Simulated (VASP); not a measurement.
The system is Tl8H.

```
CELL_PARAMETERS angstrom
7.19401 0.00000 0.00000
-3.59701 6.23020 0.00000
0.00000 0.00000 5.62887
ATOMIC_POSITIONS crystal
Tl 0.16667 0.33333 0.25000
Tl 0.16667 0.83333 0.25000
Tl 0.66667 0.33333 0.25000
Tl 0.66667 0.83333 0.25000
Tl 0.33333 0.16667 0.75000
Tl 0.33333 0.66667 0.75000
Tl 0.83333 0.16667 0.75000
Tl 0.83333 0.66667 0.75000
H 0.16667 0.33333 0.75000
```

```yaml
Program: VASP 6.6.1
Task: relaxation of cell and atoms
Functional: PBE
Potentials_or_basis: VASP PAW PBE potentials, release 64 (Tl_d, H)
Cutoff: 600 eV
k_mesh: 3 × 3 × 4
Occupations: gaussian, width 0.1 eV
Spin: no spin polarisation
```

At the start: pressure 1.5 GPa; volume 28.03 Å³/atom.

**Question.** Where does the relaxation end?

**Answer.** Over 8 steps the energy falls by 25.6 meV/atom and the volume is 29.10 Å³/atom (+3.8 %); space group P-6m2 (No. 187, to 0.1 Å) before and after.

Step by step:
| step | energy change (eV) | largest force (eV/Å) | pressure (GPa) | volume (Å³) |
| --- | --- | --- | --- | --- |
| 1 | 0.0000 | 0.6273 | 1.46 | 252.29 |
| 2 | -0.1092 | 0.3819 | 0.25 | 261.75 |
| 3 | -0.1373 | 0.2223 | -0.53 | 269.32 |
| 4 | -0.1880 | 0.1541 | -0.47 | 267.95 |
| 5 | -0.2025 | 0.1551 | -0.09 | 263.46 |
| 6 | -0.2261 | 0.0254 | -0.33 | 265.60 |
| 7 | -0.2261 | 0.0126 | -0.33 | 265.51 |
| 8 | -0.2301 | 0.0205 | 0.02 | 261.89 |

Final structure:
```cif
data_structure
_symmetry_space_group_name_H-M 'P 1'
_symmetry_Int_Tables_number 1
_cell_length_a 7.1247
_cell_length_b 7.1247
_cell_length_c 5.9574
_cell_angle_alpha 90.000
_cell_angle_beta 90.000
_cell_angle_gamma 120.000
_cell_volume 261.89
loop_
_atom_site_label
_atom_site_type_symbol
_atom_site_fract_x
_atom_site_fract_y
_atom_site_fract_z
_atom_site_occupancy
Tl1 Tl 0.16667 0.33333 0.25000 1
Tl2 Tl 0.16727 0.83363 0.25000 1
Tl3 Tl 0.66637 0.33273 0.25000 1
Tl4 Tl 0.66637 0.83363 0.25000 1
Tl5 Tl 0.34231 0.15769 0.75000 1
Tl6 Tl 0.34231 0.68462 0.75000 1
Tl7 Tl 0.81538 0.15769 0.75000 1
Tl8 Tl 0.83333 0.66667 0.75000 1
H1 H 0.16667 0.33333 0.75000 1
```
